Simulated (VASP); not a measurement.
A run of VASP 6.6.1:

INCAR

```
PREC = Accurate
ENCUT = 520
EDIFF = 1E-6
ISMEAR = 0
SIGMA = 0.01
LREAL = F
LASPH = T
NELM = 60
ALGO = Normal
ISIF = 2
LWAVE = F
LCHARG = F
GGA = PS
NBANDS = 16
```

The input KPOINTS:

```
Automatic mesh
0
Gamma
  6 6 6
```

POSCAR

```
GaAs
1.0
    0.0000000000      2.7789280303      2.7789280303
    2.7789280303      0.0000000000      2.7789280303
    2.7789280303      2.7789280303      0.0000000000
Ga As
1 1
Direct
    0.0000000000      0.0000000000      0.0000000000
    0.2500000000      0.2500000000      0.2500000000
```

Potentials or basis: VASP PAW PBE potentials, release 64 (Ga_d, As).

The run is started by

```sh
$ cat potpaw_PBE.64/Ga_d/POTCAR potpaw_PBE.64/As/POTCAR > POTCAR
$ mpirun -np 1 vasp_std > vasp.out
```

Hardware: 1 thread of Intel(R) Xeon(R) Platinum 8259CL CPU @ 2.50GHz (Skylake/Cascade Lake), on a shared host.

**Question.** How long does it take, and how much memory?

**Answer.** It took 12 s on 1 thread of Intel(R) Xeon(R) Platinum 8259CL CPU @ 2.50GHz (Skylake/Cascade Lake), on a shared host, peak memory 0.16 GiB. Counts: scf iterations 12, k points 16.
